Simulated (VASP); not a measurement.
# Al2Au (Fm-3m) in VASP: single point with r2SCAN

Aim: the single point of Al2Au with r2SCAN.

Program: VASP 6.6.1. These are calculated values, not measurements. Logs are shortened: lines on timing, memory, paths and dates and some standing lists are left out, and cuts for length are marked.

### 1 The cell of the first run

The structure is cubic, space group Fm-3m (No. 225). Conventional cell: a = 6.002 Å, b = 6.002 Å, c = 6.002 Å, α = 90.00°, β = 90.00°, γ = 90.00°. Within 3.4 Å of Al (site symmetry -43m) lie 4 Au at 2.60 Å and 6 Al at 3.00 Å. Au (site symmetry m-3m) has 8 Al at 2.60 Å within 3.4 Å.

### 2 Single point, r2SCAN

The input, POSCAR:

```
Al2Au
1.0
    0.0000000000      3.0011078147      3.0011078147
    3.0011078147      0.0000000000      3.0011078147
    3.0011078147      3.0011078147      0.0000000000
Al Au
2 1
Direct
    0.2500000000      0.2500000000      0.2500000000
    0.7500000000      0.7500000000      0.7500000000
    0.0000000000      0.0000000000      0.0000000000
```

The input, INCAR.step1:

```
PREC = Accurate ; ENCUT = 520
ISMEAR = 0 ; SIGMA = 0.1
LREAL = F ; LASPH = T
NELM = 60 ; NBANDS = 16
GGA = PE ; ALGO = Normal
EDIFF = 1E-4 ; LWAVE = T
LCHARG = F
```

The input, INCAR.step2:

```
PREC = Accurate ; ENCUT = 520
EDIFF = 1E-6 ; ISMEAR = 0
SIGMA = 0.1 ; LREAL = F
LASPH = T ; NELM = 60
ALGO = Normal ; ISIF = 2
LWAVE = F ; LCHARG = F
METAGGA = R2SCAN ; LMIXTAU = T
NBANDS = 16 ; ISTART = 1
```

The input, KPOINTS:

```
Automatic mesh
0
Gamma
  12 12 12
```

Potentials or basis: VASP PAW PBE potentials, release 64 (Al, Au).

The run is started by

```console
$ cat potpaw_PBE.64/Al/POTCAR potpaw_PBE.64/Au/POTCAR > POTCAR
$ cp INCAR.step1 INCAR
$ mpirun -np 1 vasp_std > vasp.out
$ cp INCAR.step2 INCAR
$ mpirun -np 1 vasp_std > vasp.out
```

OUTCAR:

```text
PREC = Accurate
   ENCUT = 520
   EDIFF = 1E-6
   ISMEAR = 0
   LREAL = F
   LASPH = T
   NELM = 60
   ISIF = 2
   METAGGA = R2SCAN
   ISTART = 1

 ion  position               nearest neighbor table
   1  0.250  0.250  0.250-   3 2.60   3 2.60   3 2.60   3 2.60   2 3.00   2 3.00   2 3.00   2 3.00
                             2 3.00   2 3.00
   2  0.750  0.750  0.750-   3 2.60   3 2.60   3 2.60   3 2.60   1 3.00   1 3.00   1 3.00   1 3.00
                             1 3.00   1 3.00
   3  0.000  0.000  0.000-   2 2.60   1 2.60   2 2.60   1 2.60   2 2.60   2 2.60   1 2.60   1 2.60

  LATTYP: Found a face centered cubic cell.
 ALAT       =     6.0022156294

  Lattice vectors:

 A1 = (   0.0000000000,   3.0011078147,   3.0011078147)
 A2 = (   3.0011078147,   0.0000000000,   3.0011078147)
 A3 = (   3.0011078147,   3.0011078147,   0.0000000000)

Analysis of symmetry for initial positions (statically):
=====================================================================
 Subroutine PRICEL returns:
 Original cell was already a primitive cell.

 Routine SETGRP: Setting up the symmetry group for a
 face centered cubic supercell.

 Subroutine GETGRP returns: Found 48 space group operations
 (whereof 48 operations were pure point group operations)
 out of a pool of 48 trial point group operations.

The static configuration has the point symmetry O_h .

Analysis of symmetry for dynamics (positions and initial velocities):
=====================================================================
 Subroutine PRICEL returns:
 Original cell was already a primitive cell.

 Routine SETGRP: Setting up the symmetry group for a
 face centered cubic supercell.

 Subroutine GETGRP returns: Found 48 space group operations
 (whereof 48 operations were pure point group operations)
 out of a pool of 48 trial point group operations.

The dynamic configuration has the point symmetry O_h .

 Subroutine INISYM returns: Found 48 space group operations
 (whereof 48 operations are pure point group operations),
 and found     1 'primitive' translations

----------------------------------------------------------------------------------------

                                     Primitive cell

  volume of cell :      54.0598

  direct lattice vectors                    reciprocal lattice vectors
     0.000000000  3.001107815  3.001107815    -0.166605144  0.166605144  0.166605144
     3.001107815  0.000000000  3.001107815     0.166605144 -0.166605144  0.166605144
     3.001107815  3.001107815  0.000000000     0.166605144  0.166605144 -0.166605144

  length of vectors
     4.244207374  4.244207374  4.244207374     0.288568574  0.288568574  0.288568574

  position of ions in fractional coordinates (direct lattice)
     0.250000000  0.250000000  0.250000000
     0.750000000  0.750000000  0.750000000
     0.000000000  0.000000000  0.000000000

  ion indices of the primitive-cell ions
   primitive index   ion index
                 1           1
                 2           2
                 3           3

----------------------------------------------------------------------------------------

 KPOINTS: Automatic mesh

Automatic generation of k-mesh.
 Grid dimensions read from file:
 generate k-points for:   12   12   12

 Generating k-lattice:

  Cartesian coordinates                     Fractional coordinates (reciprocal lattice)
    -0.013883762  0.013883762  0.013883762     0.083333333  0.000000000  0.000000000
     0.013883762 -0.013883762  0.013883762     0.000000000  0.083333333  0.000000000
     0.013883762  0.013883762 -0.013883762     0.000000000  0.000000000  0.083333333

  Length of vectors
     0.024047381  0.024047381  0.024047381

  Shift w.r.t. Gamma in fractional coordinates (k-lattice)
     0.000000000  0.000000000  0.000000000

 Subroutine IBZKPT returns following result:
 ===========================================

 Found     72 irreducible k-points:

 Following reciprocal coordinates:
            Coordinates               Weight
  0.000000  0.000000  0.000000      1.000000
  0.083333  0.000000  0.000000      8.000000
  0.166667  0.000000  0.000000      8.000000
  0.250000  0.000000  0.000000      8.000000
  0.333333  0.000000  0.000000      8.000000
  0.416667  0.000000  0.000000      8.000000
[... 16 lines left out ...]
  0.500000  0.166667  0.000000     24.000000
 -0.416667  0.166667  0.000000     24.000000
 [... further k-points ...]
   k-points           NKPTS =     72   k-points in BZ     NKDIM =     72   number of bands    NBANDS=     16
   number of dos      NEDOS =    301   number of ions     NIONS =      3
   total plane-waves  NPLWV =  32768
   dimension x,y,z NGX =    32 NGY =   32 NGZ =   32
   dimension x,y,z NGXF=    64 NGYF=   64 NGZF=   64
   ions per type =               2   1
   NGX,Y,Z   is equivalent  to a cutoff of  12.53, 12.53, 12.53 a.u.
   NGXF,Y,Z  is equivalent  to a cutoff of  25.07, 25.07, 25.07 a.u.
 SYSTEM =  unknown system
   PREC   = accura    normal or accurate (medium, high low for compatibility)
   ISTART =      1    job   : 0-new  1-cont  2-samecut
   ICHARG =      0    charge: 1-file 2-atom 10-const
   ISPIN  =      1    spin polarized calculation?
   LNONCOLLINEAR =      F non collinear calculations
   LSORBIT =      F    spin-orbit coupling
   LASPH  =      T    aspherical Exc in radial PAW
   ENCUT  =  520.0 eV  38.22 Ry    6.18 a.u.   7.89  7.89  7.89*2*pi/ulx,y,z
   NELM   =     60;   NELMIN=  2; NELMDL=  0     # of ELM steps
   EDIFF  = 0.1E-05   stopping-criterion for ELM
   LREAL  =      F    real-space projection
   EDIFFG = 0.1E-04   stopping-criterion for IOM
   NSW    =      0    number of steps for IOM
   IBRION =     -1    ionic relax: 0-MD 1-quasi-New 2-CG
   NFREE  =      0    steps in history (QN), initial steepest desc. (CG)
   ISIF   =      2    stress and relaxation
   ISYM   =      2    0-nonsym 1-usesym 2-fastsym
   POTIM  = 0.5000    time-step for ionic-motion
   TEBEG  =    0.0;   TEEND  =   0.0 temperature during run
   PSTRESS=    0.0 pullay stress
   NELECT =      17.0000    total number of electrons
   NUPDOWN=      -1.0000    fix difference up-down
   EMIN   =  10.00;   EMAX   =-10.00  energy-range for DOS
   EFERMI =   0.00;   METHOD = LEGACY
   ISMEAR =     0;   SIGMA  =   0.10  broadening in eV -4-tet -1-fermi 0-gaus
   EFERMI_NEDOS =   21; number of points for ismear=-14 and -15
   IALGO  =     38    algorithm
   IMIX   =      4    mixing-type and parameters
     AMIX     =   0.40;   BMIX     =  1.00
     AMIX_MAG =   1.60;   BMIX_MAG =  1.00
  volume/ion in A,a.u.               =      18.02       121.60
  Fermi-wavevector in a.u.,A,eV,Ry     =   1.113268  2.103771 16.862579  1.239365
  Thomas-Fermi vector in A             =   2.249851
   LORBIT       =      0    0 simple, 1 ext, 2 COOP (PROOUT), +10 PAW based schemes
   METAGGA = R2SCAN    functional components
   LHFCALC =     F    Hartree Fock is set to
   AEXX    =    0.0000 exact exchange contribution
   IVDW    =     0    specifies the selected vdW correction
   LEPSILON=     F    determine dielectric tensor
   LRPA    =     F    only Hartree local field effects (RPA)
 non-spin polarized calculation
 Gauss-broadening in eV      SIGMA  =   0.10
  energy-cutoff  :      520.00
  volume of cell :       54.06
 maximum number of plane-waves:      1475
   NGX = 15   NGY = 15   NGZ = 15

 number of electron      17.0000001 magnetization

 Free energy of the ion-electron system (eV)
  ---------------------------------------------------
  ext. energy  EPLUGINS =         0.00000000
  ---------------------------------------------------
  free energy    TOTEN  =       -65.54515489 eV

  energy without entropy =      -65.54048078  energy(sigma->0) =      -65.54281784

 E-fermi :   7.7105     XC(G=0): -11.2665

 val. band max:        7.6580691101   @ k =   0.5000   0.1667   0.0833
 cond. band min:       7.7413829934   @ k =   0.2500   0.1667   0.0833
 fundamental gap:      0.0833138834
 Fermi energy:         7.7105408674

 k-point     1 :       0.0000    0.0000    0.0000
  band No.  band energies     occupation
      1      -3.3903      2.00000
      2       0.7623      2.00000
      3       0.7623      2.00000
      4       0.7623      2.00000
      5       1.7637      2.00000
      6       1.7637      2.00000
[... 8 lines left out ...]
     15      13.9758      0.00000
     16      13.9758      0.00000

 k-point     2 :       0.0833    0.0000    0.0000
  band No.  band energies     occupation
      1      -3.2940      2.00000
      2       0.7331      2.00000
      3       0.7872      2.00000
      4       0.7872      2.00000
      5       1.7586      2.00000
      6       1.7586      2.00000
[... 8 lines left out ...]
     15      13.6825      0.00000
     16      13.7912      0.00000

 k-point     3 :       0.1667    0.0000    0.0000
  band No.  band energies     occupation
      1      -3.0106      2.00000
      2       0.6597      2.00000
      3       0.8521      2.00000
      4       0.8521      2.00000
      5       1.7520      2.00000
      6       1.7520      2.00000
[... 8 lines left out ...]
     15      13.5752      0.00000
     16      13.8964      0.00000

 k-point     4 :       0.2500    0.0000    0.0000
  band No.  band energies     occupation
      1      -2.5602      2.00000
      2       0.5819      2.00000
      3       0.9293      2.00000
      4       0.9293      2.00000
      5       1.7652      2.00000
      6       1.7652      2.00000
[... 8 lines left out ...]
     15      14.4206      0.00000
     16      14.7610      0.00000

 k-point     5 :       0.3333    0.0000    0.0000
  band No.  band energies     occupation
      1      -1.9971      2.00000
      2       0.5650      2.00000
      3       0.9866      2.00000
      4       0.9866      2.00000
      5       1.8128      2.00000
      6       1.8128      2.00000
[... 8 lines left out ...]
     15      15.4939      0.00000
     16      15.8474      0.00000

 k-point     6 :       0.4167    0.0000    0.0000
  band No.  band energies     occupation
      1      -1.4659      2.00000
      2       0.7160      2.00000
      3       1.0130      2.00000
      4       1.0130      2.00000
      5       1.8742      2.00000
      6       1.8742      2.00000
[... 8 lines left out ...]
     15      16.5328      0.00000
     16      17.1506      0.00000
[... 267 lines left out ...]
 k-point    21 :       0.3333    0.1667    0.0000
  band No.  band energies     occupation
      1      -2.0391      2.00000
      2       0.4192      2.00000
      3       1.0666      2.00000
      4       1.0868      2.00000
      5       1.6076      2.00000
      6       1.9155      2.00000
[... 8 lines left out ...]
     15      16.7248      0.00000
     16      16.8772      0.00000

 k-point    22 :       0.4167    0.1667    0.0000
  band No.  band energies     occupation
      1      -1.4599      2.00000
      2       0.4156      2.00000
      3       1.0792      2.00000
      4       1.1391      2.00000
      5       1.7453      2.00000
      6       1.9407      2.00000
[... 8 lines left out ...]
     15      17.5115      0.00000
     16      18.0655      0.00000

 k-point    23 :       0.5000    0.1667    0.0000
  band No.  band energies     occupation
      1      -0.9949      2.00000
      2       0.5445      2.00000
      3       1.1017      2.00000
      4       1.1629      2.00000
      5       1.9210      2.00000
      6       1.9275      2.00000
[... 8 lines left out ...]
     15      17.3869      0.00000
     16      18.4211      0.00000

 k-point    24 :      -0.4167    0.1667    0.0000
  band No.  band energies     occupation
      1      -0.9247      2.00000
      2       0.6128      2.00000
      3       1.1522      2.00000
      4       1.1672      2.00000
      5       1.8254      2.00000
      6       1.8400      2.00000
[... 8 lines left out ...]
     15      16.4310      0.00000
     16      17.1347      0.00000

 [... further k-points ...]

------------------------ aborting loop because EDIFF is reached ----------------------------------------

  FORCE on cell =-STRESS in cart. coord.  units (eV):
  Direction    XX          YY          ZZ          XY          YZ          ZX
  --------------------------------------------------------------------------------------
  -------------------------------------------------------------------------------------
  Total        0.0478883      0.0478883      0.0478883     -0.0000000     -0.0000000      0.0000000
  in kB        1.4192698      1.4192698      1.4192698     -0.0000000     -0.0000000      0.0000000
  external PRESSURE =       1.4192698 kB  Pullay stress =       0.0000000 kB

 VOLUME and BASIS-vectors are now :
 -----------------------------------------------------------------------------
  energy-cutoff  :      520.00
  volume of cell :       54.06
      direct lattice vectors                 reciprocal lattice vectors
     0.000000000  3.001107815  3.001107815    -0.166605144  0.166605144  0.166605144
     3.001107815  0.000000000  3.001107815     0.166605144 -0.166605144  0.166605144
     3.001107815  3.001107815  0.000000000     0.166605144  0.166605144 -0.166605144

 POSITION                                       TOTAL-FORCE (eV/Angst)
 -----------------------------------------------------------------------------------
      1.50055      1.50055      1.50055        -0.000000     -0.000000     -0.000000
      4.50166      4.50166      4.50166         0.000000      0.000000      0.000000
      0.00000      0.00000      0.00000         0.000000     -0.000000      0.000000
 -----------------------------------------------------------------------------------
    total drift:                                0.000000     -0.000000      0.000000

  FREE ENERGIE OF THE ION-ELECTRON SYSTEM (eV)
  ---------------------------------------------------
  free  energy   TOTEN  =       -65.5451548924 eV

  energy  without entropy=      -65.5404807813  energy(sigma->0) =      -65.54281784
```

Wall time 2.9 min (1 thread of Intel Xeon 8259CL, shared host); peak memory 0.23 GiB.

Results:

```yaml
Free_energy: -65.5452 eV
Pressure: 0.1 GPa
Band_gap_on_the_k_mesh: zero (an odd number of electrons rules out a gap without spin polarisation)
```

Levels at points of the mesh, in eV from the Fermi level:
```
           k point  band 5  band 6  band 7  band 8  band 9  band 10  band 11  band 12  band 13  band 14
(0.00, 0.00, 0.00)   -5.95   -5.95    2.88    3.04    3.04     3.04     4.17     4.17     4.17     6.27
(0.50, 0.00, 0.00)   -5.81   -5.81   -5.74    0.32    0.32     3.80     4.05     4.09     4.09     9.35
(0.50, 0.50, 0.00)   -6.08   -5.62   -5.32   -2.26   -2.26     1.56     2.36     8.00    10.63    10.63
```

Caveat: the PAW data sets were made with another functional, which shifts forces and pressure a little; spin-orbit coupling is left out, which moves the levels of the heavy elements.
